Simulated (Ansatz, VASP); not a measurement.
## Ti4C in VASP and in Ansatz

```xyz
5
Lattice="4.3676 0.0000 0.0000 0.0000 4.3676 0.0000 0.0000 0.0000 4.3676" Properties=species:S:1:pos:R:3 pbc="T T T"
Ti    1.1218    1.1218    1.1218
Ti    3.2458    3.2458    1.1218
Ti    1.1218    3.2458    3.2458
Ti    3.2458    1.1218    3.2458
C     0.0000    0.0000    0.0000
```

Change from the starting cell: species swapped into the SnI4 type (P-43m, No. 215).

Alike in both runs: task relaxation of cell and atoms; functional PBE; k mesh 8 × 8 × 8; occupations gaussian, width 0.1 eV; no spin polarisation.

|  | VASP | Ansatz |
| --- | --- | --- |
| version | VASP 6.6.1 | Ansatz 0.2.0 |
| potentials or method | VASP PAW PBE potentials, release 64 (Ti_sv, C), cutoff 600 eV | scalar-relativistic, plane waves, PAW |
| valence electrons in the cell | 52 | 52 |

VASP gave:

| Property | Result |
| --- | --- |
| gap on the k mesh at the Fermi level, each at its own relaxed structure (eV) | none |
| relaxed volume (Å³/atom) | 16.68 |
| relaxed cell length with the largest relative difference (Å) | 4.369 |

Problem. Which values does Ansatz return?

Solution. gap on the k mesh at the Fermi level, each at its own relaxed structure (eV): none; relaxed volume (Å³/atom): 16.69; relaxed cell length with the largest relative difference (Å): 4.370.

A gap of «none» marks a metal or a gap that the smearing closes.
